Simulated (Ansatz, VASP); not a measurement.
## HRh6: VASP beside Ansatz

INCAR

```
SYSTEM = HRh6
PREC = Accurate
ENCUT = 520
EDIFF = 1E-6
ISMEAR = 0
SIGMA = 0.1
LREAL = .False.
LASPH = .True.
NELM = 100
ALGO = Normal
ISIF = 2
LWAVE = .False.
LCHARG = .False.
LDIPOL = .True.
IDIPOL = 3
DIPOL = 0.5 0.5 0.294
GGA = PE
NBANDS = 104
```

File KPOINTS:

```
Automatic mesh
0
Gamma
  6 6 1
  0 0 0
```

POSCAR

```
HRh6
1.0
    5.4165863251      0.0000000000      0.0000000000
   -2.7082931626      4.6909013593      0.0000000000
    0.0000000000      0.0000000000     22.2966119230
Rh H
12 2
Direct
    0.3333333333      0.1666666667      0.1793994538
    0.3333333333      0.6666666667      0.1793994538
    0.8333333333      0.1666666667      0.1793994538
    0.8333333333      0.6666666667      0.1793994538
    0.1666666667      0.3333333333      0.2757769167
    0.1666666667      0.8333333333      0.2757769167
    0.6666666667      0.3333333333      0.2757769167
    0.6666666667      0.8333333333      0.2757769167
    0.0000000000      0.0000000000      0.3721019118
    0.0000000000      0.5000000000      0.3721019118
    0.5000000000      0.0000000000      0.3721019118
    0.5000000000      0.5000000000      0.3721019118
    0.2153584700      0.4307169401      0.4066363066
    0.2846415300      0.5692830599      0.4066363066
```

Input for Ansatz:

```yaml
crystal:
  lattice:
    - [5.4165863251, 0.0, 0.0]
    - [-2.7082931626, 4.6909013593, 0.0]
    - [0.0, 0.0, 22.296611923]
  atoms:
    - { symbol: Rh, position: [0.3333333333, 0.1666666667, 0.1793994538] }
    - { symbol: Rh, position: [0.3333333333, 0.6666666667, 0.1793994538] }
    - { symbol: Rh, position: [0.8333333333, 0.1666666667, 0.1793994538] }
    - { symbol: Rh, position: [0.8333333333, 0.6666666667, 0.1793994538] }
    - { symbol: Rh, position: [0.1666666667, 0.3333333333, 0.2757769167] }
    - { symbol: Rh, position: [0.1666666667, 0.8333333333, 0.2757769167] }
    - { symbol: Rh, position: [0.6666666667, 0.3333333333, 0.2757769167] }
    - { symbol: Rh, position: [0.6666666667, 0.8333333333, 0.2757769167] }
    - { symbol: Rh, position: [0.0, 0.0, 0.3721019118] }
    - { symbol: Rh, position: [0.0, 0.5, 0.3721019118] }
    - { symbol: Rh, position: [0.5, 0.0, 0.3721019118] }
    - { symbol: Rh, position: [0.5, 0.5, 0.3721019118] }
    - { symbol: H, position: [0.21535847, 0.4307169401, 0.4066363066] }
    - { symbol: H, position: [0.28464153, 0.5692830599, 0.4066363066] }
basis:
  ecutwfc: 420
kpoints:
  mp_grid: { grid: [6, 6, 1] }
hamiltonian:
  xc: pbe
  pseudopotentials: { kind: paw, azcp: { folder: soft_1 } }
scf:
  occupations: { method: gaussian, width: 0.1 }
output:
  forces: true
  eigenvalues: true
efield:
  axis: 3
  dipole_correction: true
  ramp_width: 0.04
```

Alike in both runs: task single point; functional PBE; k mesh 6 × 6 × 1; occupations gaussian, width 0.1 eV; no spin polarisation.

```csv
,VASP,Ansatz
version,VASP 6.6.1,Ansatz 0.2.0
potentials or method,"VASP PAW PBE potentials, release 64 (Rh_pv, H), cutoff 520 eV","scalar-relativistic, plane waves, PAW"
valence electrons in the cell,182,206
```

VASP gave:

```
gap on the k mesh at the Fermi level (eV) : none
rms of the force components (eV/Å)        : 2.551
```

Q: Estimate Ansatz's values.

A: gap on the k mesh at the Fermi level (eV): none; rms of the force components (eV/Å): 2.526.

Atom by atom the forces differ by 0.027 eV/Å (rms over components). A gap of «none» marks a metal or a gap that the smearing closes. The functional is the same, so the differences come from potentials, cutoffs and numerics. VASP's potentials hold 182 valence electrons a cell and Ansatz's 206, so a difference there can come from the potentials and not from the codes.
